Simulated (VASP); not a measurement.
Wanted: the native input for a VASP 6.6.1 run.

* Task: single point
* Functional: PBE
* Potentials or basis: VASP PAW PBE potentials, release 64 (Mo_sv, Se, Zn)
* Cutoff: 520 eV
* k mesh: 9 × 9 × 2
* Occupations: fermi-dirac, width 0.05 eV
* Spin: no spin polarisation
* Dipole correction: no
* Further INCAR settings: ALGO = Normal; EDIFF = 1e-06; NBANDS = 41

The structure of ZnMo2Se4 lies in POSCAR:

```
ZnMo2Se4
1.0
    3.2685890344      0.0000000000      0.0000000000
   -1.6342945173      2.8306811383      0.0000000000
    0.0000000000      0.0000000000     17.6338158775
Mo Se Zn
2 4 1
Direct
    0.6666666667      0.3333333333      0.2392630000
    0.0000000000      0.0000000000      0.7732790000
    0.0000000000      0.0000000000      0.3332870000
    0.6666666667      0.3333333333      0.6788960000
    0.6666666667      0.3333333333      0.8669470000
    0.0000000000      0.0000000000      0.1453890000
    0.0000000000      0.0000000000      0.5199400000
```

The input as run:

INCAR

```
SYSTEM = ZnMo2Se4
ALGO = Normal
EDIFF = 1E-6
ENCUT = 520
GGA = PE
ISIF = 2
ISMEAR = -1
LASPH = .True.
LCHARG = .False.
LREAL = .False.
LWAVE = .False.
NBANDS = 41
NELM = 60
PREC = Accurate
SIGMA = 0.05
```

KPOINTS

```
k-points
0
Gamma
  9 9 2
  0 0 0
```

Potentials or basis: VASP PAW PBE potentials, release 64 (Mo_sv, Se, Zn).

Run with:

```bash
$ cat potpaw_PBE.64/Mo_sv/POTCAR potpaw_PBE.64/Se/POTCAR potpaw_PBE.64/Zn/POTCAR > POTCAR
$ mpirun -np 1 vasp_std > vasp.out
```

It gave:

The pressure is 3.6 GPa and the largest force is 0.610 eV/Å. The band gap on the k mesh is 0.17 eV (least direct gap 0.21 eV).

Caveat: the cell stands under pressure.

Wall time 4.9 min on 1 thread of Oxide Virtual Turin-like Processor, on a shared host, peak memory 0.32 GiB.
